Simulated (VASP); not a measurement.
# MoS2 in VASP: further runs, part 2 of 2

VASP 6.6.1. Earlier steps stand in the parts before.

### 4 Single point, PBEsol

This run uses another cell than the first one.

Input file INCAR:

```
  PREC = Accurate
  ENCUT = 520
  EDIFF = 1E-6
  ISMEAR = -1
  SIGMA = 0.05
  LREAL = False
  LASPH = True
  NELM = 60
  ALGO = Normal
  ISIF = 2
  LWAVE = False
  LCHARG = False
  GGA = PS
  NBANDS = 49
```

Input file KPOINTS:

```
Automatic mesh
0
Gamma
  8 8 1
```

Input file POSCAR:

```
MoS2
1.0
    3.1410490399      0.0000000000      0.0000000000
   -1.5705245199      2.7202282631      0.0000000000
    0.0000000000      0.0000000000     28.0250709836
Mo S
3 6
Direct
    0.3333333333      0.6666666667      0.2244296138
    0.3333333333      0.6666666667      0.7755703862
    0.6666666667      0.3333333333      0.0000000000
    0.6666666667      0.3333333333      0.1687887080
    0.6666666667      0.3333333333      0.7199791392
    0.3333333333      0.6666666667      0.9443631788
    0.6666666667      0.3333333333      0.2800208608
    0.6666666667      0.3333333333      0.8312112920
    0.3333333333      0.6666666667      0.0556368212
```

Potentials or basis: VASP PAW PBE potentials, release 64 (Mo_sv, S).

Started as:

```
$ cat potpaw_PBE.64/Mo_sv/POTCAR potpaw_PBE.64/S/POTCAR > POTCAR
$ mpirun -np 1 vasp_std > vasp.out
```

OUTCAR:

```text
PREC = Accurate
   ENCUT = 520
   EDIFF = 1E-6
   ISMEAR = -1
   LREAL = False
   LASPH = True
   NELM = 60
   ISIF = 2
   GGA = PS

 ion  position               nearest neighbor table
   1  0.333  0.667  0.224-   7 2.39   7 2.39   7 2.39   4 2.39   4 2.39   4 2.39
   2  0.333  0.667  0.776-   5 2.39   5 2.39   5 2.39   8 2.39   8 2.39   8 2.39
   3  0.667  0.333  0.000-   6 2.39   9 2.39   6 2.39   9 2.39   6 2.39   9 2.39
   4  0.667  0.333  0.169-   1 2.39   1 2.39   1 2.39
   5  0.667  0.333  0.720-   2 2.39   2 2.39   2 2.39
   6  0.333  0.667  0.944-   3 2.39   3 2.39   3 2.39
   7  0.667  0.333  0.280-   1 2.39   1 2.39   1 2.39
   8  0.667  0.333  0.831-   2 2.39   2 2.39   2 2.39
   9  0.333  0.667  0.056-   3 2.39   3 2.39   3 2.39

  LATTYP: Found a hexagonal cell.
 ALAT       =     3.1410490399
 C/A-ratio  =     8.9222010314

  Lattice vectors:

 A1 = (   3.1410490399,   0.0000000000,   0.0000000000)
 A2 = (  -1.5705245199,   2.7202282631,   0.0000000000)
 A3 = (   0.0000000000,   0.0000000000,  28.0250709836)

Analysis of symmetry for initial positions (statically):
=====================================================================
 Subroutine PRICEL returns:
 Original cell was already a primitive cell.

 Routine SETGRP: Setting up the symmetry group for a
 hexagonal supercell.

 Subroutine GETGRP returns: Found 12 space group operations
 (whereof 12 operations were pure point group operations)
 out of a pool of 24 trial point group operations.

The static configuration has the point symmetry D_3h.

Analysis of symmetry for dynamics (positions and initial velocities):
=====================================================================
 Subroutine PRICEL returns:
 Original cell was already a primitive cell.

 Routine SETGRP: Setting up the symmetry group for a
 hexagonal supercell.

 Subroutine GETGRP returns: Found 12 space group operations
 (whereof 12 operations were pure point group operations)
 out of a pool of 24 trial point group operations.

The dynamic configuration has the point symmetry D_3h.

 Subroutine INISYM returns: Found 12 space group operations
 (whereof 12 operations are pure point group operations),
 and found     1 'primitive' translations

----------------------------------------------------------------------------------------

                                     Primitive cell

  volume of cell :     239.4566

  direct lattice vectors                    reciprocal lattice vectors
     3.141049040  0.000000000  0.000000000     0.318364975  0.183808104  0.000000000
    -1.570524520  2.720228263  0.000000000     0.000000000  0.367616208  0.000000000
     0.000000000  0.000000000 28.025070984     0.000000000  0.000000000  0.035682336

  length of vectors
     3.141049040  3.141049040 28.025070984     0.367616208  0.367616208  0.035682336

  position of ions in fractional coordinates (direct lattice)
     0.333333333  0.666666667  0.224429614
     0.333333333  0.666666667  0.775570386
     0.666666667  0.333333333  0.000000000
     0.666666667  0.333333333  0.168788708
     0.666666667  0.333333333  0.719979139
     0.333333333  0.666666667  0.944363179
     0.666666667  0.333333333  0.280020861
     0.666666667  0.333333333  0.831211292
     0.333333333  0.666666667  0.055636821

  ion indices of the primitive-cell ions
   primitive index   ion index
                 1           1
                 2           2
[... 46 lines left out ...]
   k-points           NKPTS =     10   k-points in BZ     NKDIM =     10   number of bands    NBANDS=     49
   number of dos      NEDOS =    301   number of ions     NIONS =      9
   total plane-waves  NPLWV = 120960
   dimension x,y,z NGX =    24 NGY =   24 NGZ =  210
   dimension x,y,z NGXF=    48 NGYF=   48 NGZF=  420
   ions per type =               3   6
   NGX,Y,Z   is equivalent  to a cutoff of  12.70, 12.70, 12.46 a.u.
   NGXF,Y,Z  is equivalent  to a cutoff of  25.40, 25.40, 24.91 a.u.
 SYSTEM =  unknown system
   PREC   = accura    normal or accurate (medium, high low for compatibility)
   ISTART =      0    job   : 0-new  1-cont  2-samecut
   ICHARG =      2    charge: 1-file 2-atom 10-const
   ISPIN  =      1    spin polarized calculation?
   LNONCOLLINEAR =      F non collinear calculations
   LSORBIT =      F    spin-orbit coupling
   LASPH  =      T    aspherical Exc in radial PAW
   ENCUT  =  520.0 eV  38.22 Ry    6.18 a.u.   5.84  5.84 52.11*2*pi/ulx,y,z
   NELM   =     60;   NELMIN=  2; NELMDL= -5     # of ELM steps
   EDIFF  = 0.1E-05   stopping-criterion for ELM
   LREAL  =      F    real-space projection
   EDIFFG = 0.1E-04   stopping-criterion for IOM
   NSW    =      0    number of steps for IOM
   IBRION =     -1    ionic relax: 0-MD 1-quasi-New 2-CG
   NFREE  =      0    steps in history (QN), initial steepest desc. (CG)
   ISIF   =      2    stress and relaxation
   ISYM   =      2    0-nonsym 1-usesym 2-fastsym
   POTIM  = 0.5000    time-step for ionic-motion
   TEBEG  =    0.0;   TEEND  =   0.0 temperature during run
   PSTRESS=    0.0 pullay stress
   NELECT =      78.0000    total number of electrons
   NUPDOWN=      -1.0000    fix difference up-down
   EMIN   =  10.00;   EMAX   =-10.00  energy-range for DOS
   EFERMI =   0.00;   METHOD = LEGACY
   ISMEAR =    -1;   SIGMA  =   0.05  broadening in eV -4-tet -1-fermi 0-gaus
   EFERMI_NEDOS =   21; number of points for ismear=-14 and -15
   IALGO  =     38    algorithm
   IMIX   =      4    mixing-type and parameters
     AMIX     =   0.40;   BMIX     =  1.00
     AMIX_MAG =   1.60;   BMIX_MAG =  1.00
  volume/ion in A,a.u.               =      26.61       179.55
  Fermi-wavevector in a.u.,A,eV,Ry     =   1.126412  2.128611 17.263140  1.268805
  Thomas-Fermi vector in A             =   2.263094
   LORBIT       =      0    0 simple, 1 ext, 2 COOP (PROOUT), +10 PAW based schemes
   GGA     = PS    functional components
   LHFCALC =     F    Hartree Fock is set to
   AEXX    =    0.0000 exact exchange contribution
   IVDW    =     0    specifies the selected vdW correction
   LEPSILON=     F    determine dielectric tensor
   LRPA    =     F    only Hartree local field effects (RPA)
 non-spin polarized calculation
  energy-cutoff  :      520.00
  volume of cell :      239.46
 maximum number of plane-waves:      6482
 NGX is ok and might be reduce to    24
   NGX = 11   NGY = 11   NGZ =105

 number of electron      78.0000002 magnetization

 Free energy of the ion-electron system (eV)
  ---------------------------------------------------
  ext. energy  EPLUGINS =         0.00000000
  ---------------------------------------------------
  free energy    TOTEN  =       -70.33030821 eV

  energy without entropy =      -70.33030786  energy(sigma->0) =      -70.33030804

 E-fermi :   3.6236     XC(G=0):  -7.6653

 val. band max:        3.0356205134   @ k =   0.0000   0.0000   0.0000
 cond. band min:       4.3389205502   @ k =   0.2500   0.1250   0.0000
 fundamental gap:      1.3033000368
 Fermi energy:         3.6236058434

 k-point     1 :       0.0000    0.0000    0.0000
  band No.  band energies     occupation
      1     -58.1409      2.00000
      2     -58.1394      2.00000
      3     -58.1394      2.00000
      4     -32.3525      2.00000
      5     -32.3512      2.00000
      6     -32.3512      2.00000
[... 509 lines left out ...]
     48       6.1080      0.00000
     49       7.3638      0.00000

------------------------ aborting loop because EDIFF is reached ----------------------------------------

  FORCE on cell =-STRESS in cart. coord.  units (eV):
  Direction    XX          YY          ZZ          XY          YZ          ZX
  --------------------------------------------------------------------------------------
  -------------------------------------------------------------------------------------
  Total        0.0046865      0.0046865     -0.0388163      0.0000000     -0.0000000      0.0000000
  in kB        0.0313567      0.0313567     -0.2597157      0.0000000     -0.0000000      0.0000000
  external PRESSURE =      -0.0656674 kB  Pullay stress =       0.0000000 kB

 VOLUME and BASIS-vectors are now :
 -----------------------------------------------------------------------------
  energy-cutoff  :      520.00
  volume of cell :      239.46
      direct lattice vectors                 reciprocal lattice vectors
     3.141049040  0.000000000  0.000000000     0.318364975  0.183808104  0.000000000
    -1.570524520  2.720228263  0.000000000     0.000000000  0.367616208  0.000000000
     0.000000000  0.000000000 28.025070984     0.000000000  0.000000000  0.035682336

 POSITION                                       TOTAL-FORCE (eV/Angst)
 -----------------------------------------------------------------------------------
     -0.00000      1.81349      6.28966        -0.000000      0.000000      0.000789
     -0.00000      1.81349     21.73542        -0.000000      0.000000     -0.000789
      1.57052      0.90674      0.00000         0.000000     -0.000000     -0.000000
      1.57052      0.90674      4.73032         0.000000     -0.000000     -0.002624
      1.57052      0.90674     20.17747         0.000000     -0.000000     -0.002784
     -0.00000      1.81349     26.46585        -0.000000     -0.000000     -0.000568
      1.57052      0.90674      7.84760         0.000000     -0.000000      0.002784
      1.57052      0.90674     23.29476        -0.000000     -0.000000      0.002624
     -0.00000      1.81349      1.55923        -0.000000     -0.000000      0.000568
 -----------------------------------------------------------------------------------
    total drift:                                0.000000     -0.000000      0.000000

  FREE ENERGIE OF THE ION-ELECTRON SYSTEM (eV)
  ---------------------------------------------------
  free  energy   TOTEN  =       -70.3303082127 eV

  energy  without entropy=      -70.3303078633  energy(sigma->0) =      -70.33030804
```

Run time: 6.5 min. Hardware: 1 thread of Intel Xeon 8259CL, shared host; peak memory 0.38 GiB.

Results:

```yaml
Free_energy: -70.3303 eV
Band_gap_on_the_k_mesh: 1.30 eV (least direct gap 2.06 eV)
```

Forces on the atoms (eV/Å):
```
Mo   0.000  0.000  0.001
Mo   0.000  0.000 -0.001
Mo   0.000  0.000  0.000
S    0.000  0.000 -0.003
S    0.000  0.000 -0.003
S    0.000  0.000 -0.001
S    0.000  0.000  0.003
S    0.000  0.000  0.003
S    0.000  0.000  0.001
```

Caveat: the PAW data sets were made with another functional, which shifts forces and pressure a little.

### 5 Single point, PBE

This run uses another cell than the first one.

Input file INCAR:

```
PREC = Accurate
ENCUT = 520
EDIFF = 1E-6
ISMEAR = -1
SIGMA = 0.05
LREAL = F
LASPH = T
NELM = 80
ALGO = Normal
ISIF = 2
LWAVE = F
LCHARG = F
GGA = PE
NBANDS = 49
```

KPOINTS is that of step 4.

Input file POSCAR:

```
MoS2
1.0
    3.1853485331      0.0000000000      0.0000000000
   -1.5926742665      2.7585927496      0.0000000000
    0.0000000000      0.0000000000     29.8513809506
Mo S
3 6
Direct
    0.3333333333      0.6666666667      0.2484001720
    0.3333333333      0.6666666667      0.7515998280
    0.6666666667      0.3333333333      0.0000000000
    0.6666666667      0.3333333333      0.1960509741
    0.6666666667      0.3333333333      0.6992552760
    0.3333333333      0.6666666667      0.9476528744
    0.6666666667      0.3333333333      0.3007447240
    0.6666666667      0.3333333333      0.8039490259
    0.3333333333      0.6666666667      0.0523471256
```

Potentials or basis: VASP PAW PBE potentials, release 64 (Mo_sv, S).

Started as:

```
$ cat potpaw_PBE.64/Mo_sv/POTCAR potpaw_PBE.64/S/POTCAR > POTCAR
$ mpirun -np 1 vasp_std > vasp.out
```

OUTCAR:

```text
PREC = Accurate
   ENCUT = 520
   EDIFF = 1E-6
   ISMEAR = -1
   LREAL = F
   LASPH = T
   NELM = 80
   ISIF = 2
   GGA = PE

 ion  position               nearest neighbor table
   1  0.333  0.667  0.248-   7 2.41   7 2.41   7 2.41   4 2.41   4 2.41   4 2.41
   2  0.333  0.667  0.752-   5 2.41   5 2.41   5 2.41   8 2.41   8 2.41   8 2.41
   3  0.667  0.333  0.000-   6 2.41   9 2.41   6 2.41   9 2.41   6 2.41   9 2.41
   4  0.667  0.333  0.196-   1 2.41   1 2.41   1 2.41
   5  0.667  0.333  0.699-   2 2.41   2 2.41   2 2.41
   6  0.333  0.667  0.948-   3 2.41   3 2.41   3 2.41
   7  0.667  0.333  0.301-   1 2.41   1 2.41   1 2.41
[... 720 lines left out ...]
  in kB       -0.9288680     -0.9288680     -1.2017653     -0.0000000     -0.0000000      0.0000000
  external PRESSURE =      -1.0198338 kB  Pullay stress =       0.0000000 kB

 VOLUME and BASIS-vectors are now :
 -----------------------------------------------------------------------------
  energy-cutoff  :      520.00
  volume of cell :      262.31
      direct lattice vectors                 reciprocal lattice vectors
     3.185348533  0.000000000  0.000000000     0.313937389  0.181251836  0.000000000
    -1.592674266  2.758592750  0.000000000     0.000000000  0.362503672  0.000000000
     0.000000000  0.000000000 29.851380951     0.000000000  0.000000000  0.033499288

 POSITION                                       TOTAL-FORCE (eV/Angst)
 -----------------------------------------------------------------------------------
     -0.00000      1.83906      7.41509        -0.000000      0.000000     -0.000988
     -0.00000      1.83906     22.43629        -0.000000      0.000000      0.000988
      1.59267      0.91953      0.00000         0.000000     -0.000000      0.000000
      1.59267      0.91953      5.85239        -0.000000     -0.000000      0.014061
      1.59267      0.91953     20.87374        -0.000000     -0.000000      0.013270
     -0.00000      1.83906     28.28875         0.000000     -0.000000      0.013372
      1.59267      0.91953      8.97765        -0.000000     -0.000000     -0.013270
      1.59267      0.91953     23.99899         0.000000     -0.000000     -0.014061
     -0.00000      1.83906      1.56263         0.000000     -0.000000     -0.013372
 -----------------------------------------------------------------------------------
    total drift:                                0.000000     -0.000000     -0.000000

  FREE ENERGIE OF THE ION-ELECTRON SYSTEM (eV)
  ---------------------------------------------------
  free  energy   TOTEN  =       -65.5676936296 eV

  energy  without entropy=      -65.5676936160  energy(sigma->0) =      -65.56769362
```

stdout:

```text
POSCAR found type information on POSCAR MoS
 POSCAR found :  2 types and       9 ions
 scaLAPACK will be used
 LDA part: xc-table for (Slater+PW92), standard interpolation
 POSCAR, INCAR and KPOINTS ok, starting setup
 FFT: planning ... GRIDC
 FFT: planning ... GRID_SOFT
 FFT: planning ... GRID
 WAVECAR not read
 entering main loop
```

It took 5.9 min on 1 thread of Intel Xeon 8259CL, shared host; peak memory 0.4 GiB.

What came out:

```
Free energy            : -65.5677 eV
Largest force          : 0.014 eV/Å
Band gap on the k mesh : 1.69 eV (least direct gap 1.97 eV)
```

Forces on the atoms (eV/Å):
```
Mo   0.000  0.000 -0.001
Mo   0.000  0.000  0.001
Mo   0.000  0.000  0.000
S    0.000  0.000  0.014
S    0.000  0.000  0.013
S    0.000  0.000  0.013
S    0.000  0.000 -0.013
S    0.000  0.000 -0.014
S    0.000  0.000 -0.013
```

Levels at points of the mesh, in eV from the valence-band top:
| k point | band 35 | band 36 | band 37 | band 38 | band 39 | band 40 | band 41 | band 42 | band 43 | band 44 |
| --- | --- | --- | --- | --- | --- | --- | --- | --- | --- | --- |
| (0.00, 0.00, 0.00) | -1.65 | -1.65 | -0.27 | -0.13 | 0.00 | 2.60 | 2.60 | 2.60 | 2.60 | 2.60 |
| (0.50, 0.00, 0.00) | -1.13 | -1.12 | -0.78 | -0.78 | -0.78 | 2.09 | 2.09 | 2.09 | 2.58 | 2.60 |

### 6 The runs side by side

| level | potentials or basis | cell | k mesh | gap on the mesh (eV) | largest force (eV/Å) |
| --- | --- | --- | --- | --- | --- |
| r2SCAN | VASP PAW PBE potentials, release 64 (Mo_sv, S) | a = 3.184, b = 3.184, c = 28.387 Å, angles 90.0, 90.0, 120.0°, 9 atoms, atomic positions A | 10 × 10 × 1 | 1.40 | 0.02 |
| LDA | VASP PAW LDA potentials, release 64 (Mo_sv, S) | a = 3.122, b = 3.122, c = 27.649 Å, angles 90.0, 90.0, 120.0°, 9 atoms, atomic positions B | 8 × 8 × 1 | 1.07 | 0.01 |
| PBEsol | VASP PAW PBE potentials, release 64 (Mo_sv, S) | a = 3.141, b = 3.141, c = 28.025 Å, angles 90.0, 90.0, 120.0°, 9 atoms, atomic positions C | 8 × 8 × 1 | 1.30 | - |
| PBE | VASP PAW PBE potentials, release 64 (Mo_sv, S) | a = 3.185, b = 3.185, c = 29.851 Å, angles 90.0, 90.0, 120.0°, 9 atoms, atomic positions D | 8 × 8 × 1 | 1.69 | 0.01 |

Alike in all rows: task single point; no spin polarisation; cutoff (eV) 520; smearing fermi-dirac 0.05 eV.

Caveats: the PAW data sets were made with another functional, which shifts forces and pressure a little (at least some runs).

Total energies depend on the potentials used, so only differences within one code and one set of settings carry meaning.
